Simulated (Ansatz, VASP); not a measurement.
**Sb in VASP and in Ansatz**

Contents of INCAR:

```
SYSTEM = Sb
PREC = Accurate
ENCUT = 520
EDIFF = 1E-7
ISMEAR = 0
SIGMA = 0.1
LREAL = .FALSE.
LASPH = .TRUE.
NELM = 100
ALGO = Normal
ISIF = 2
LWAVE = .FALSE.
LCHARG = .TRUE.
GGA = PE
LELF = .TRUE.
LVHAR = .TRUE.
NBANDS = 8
```

Contents of KPOINTS:

```
Automatic mesh
0
G
  18 18 18
  0 0 0
```

Contents of POSCAR:

```
Sb
1.0
    3.1705259272      0.0000000000      0.0000000000
    0.0000000000      3.1705259272      0.0000000000
    0.0000000000      0.0000000000      3.1705259272
Sb
1
Direct
    0.0000000000      0.0000000000      0.0000000000
```

Input for Ansatz:

```yaml
crystal:
  lattice:
    - [3.1705259272, 0.0, 0.0]
    - [0.0, 3.1705259272, 0.0]
    - [0.0, 0.0, 3.1705259272]
  atoms:
    - { symbol: Sb, position: [0.0, 0.0, 0.0] }
basis:
  ecutwfc: 420
kpoints:
  mp_grid: { grid: [18, 18, 18] }
hamiltonian:
  xc: pbe
scf:
  occupations: { method: gaussian, width: 0.1 }
output:
  forces: true
  stress: true
  eigenvalues: true
```

Alike in both runs: task single point; functional PBE; k mesh 18 × 18 × 18; occupations gaussian, width 0.1 eV; no spin polarisation.

|  | VASP | Ansatz |
| --- | --- | --- |
| version | VASP 6.6.1 | Ansatz 0.2.0 |
| potentials or method | VASP PAW PBE potentials, release 64 (Sb), cutoff 520 eV | scalar-relativistic, plane waves, PAW |
| valence electrons in the cell | 5 | 15 |

|  | VASP | Ansatz | Ansatz less VASP |
| --- | --- | --- | --- |
| gap on the k mesh at the Fermi level (eV) | none | none | - |
| pressure (GPa) | -2.8 | -2.8 | +0.05 |

A gap of «none» marks a metal or a gap that the smearing closes. VASP's potentials hold 5 valence electrons a cell and Ansatz's 15, so a difference there can come from the potentials and not from the codes.

Spin-orbit coupling is off throughout.
